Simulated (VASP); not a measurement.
Wanted: the native input for a VASP 6.6.1 run.

```yaml
Task: single point
Functional: PBE
Potentials_or_basis: VASP PAW PBE potentials, release 64 (Na_pv, N)
Cutoff: 520 eV
k_mesh: 15 × 15 × 4
Occupations: gaussian, width 0.1 eV
Spin: no spin polarisation
Dipole_correction: no
Further_INCAR_settings: ALGO = Normal; EDIFF = 1e-06; NBANDS = 24
```

The structure of Na3N2 lies in POSCAR:

```
Na3N2
1.0
    3.3436974417      0.0000000000      0.0000000000
   -1.6718487208      2.8957269271      0.0000000000
    0.0000000000      0.0000000000     10.3407119545
Na N
3 2
Direct
    0.0000000000      0.0000000000      0.1546073816
    0.0000000000      0.0000000000      0.8453926184
    0.0000000000      0.0000000000      0.5000000000
    0.3333333333      0.6666666667      0.0000000000
    0.6666666667      0.3333333333      0.0000000000
```

One way to write it, as run:

INCAR

```
PREC = Accurate
ENCUT = 520
EDIFF = 1E-6
ISMEAR = 0
SIGMA = 0.1
LREAL = F
LASPH = T
NELM = 100
ALGO = Normal
ISIF = 2
LWAVE = F
LCHARG = F
GGA = PE
NBANDS = 24
```

KPOINTS

```
Automatic mesh
0
Gamma
  15 15 4
```

Potentials or basis: VASP PAW PBE potentials, release 64 (Na_pv, N).

The run is started by

```bash
$ cat potpaw_PBE.64/Na_pv/POTCAR potpaw_PBE.64/N/POTCAR > POTCAR
$ mpirun -np 1 vasp_std > vasp.out
```

It gave:

```json
{
  "Pressure": "0.0 GPa",
  "Largest force": "0.008 eV/Å",
  "Band gap on the k mesh": "zero (an odd number of electrons rules out a gap without spin polarisation)"
}
```

Run time: 3.7 min on 1 thread of Oxide Virtual Turin-like Processor (shared host), peak memory 0.28 GiB.
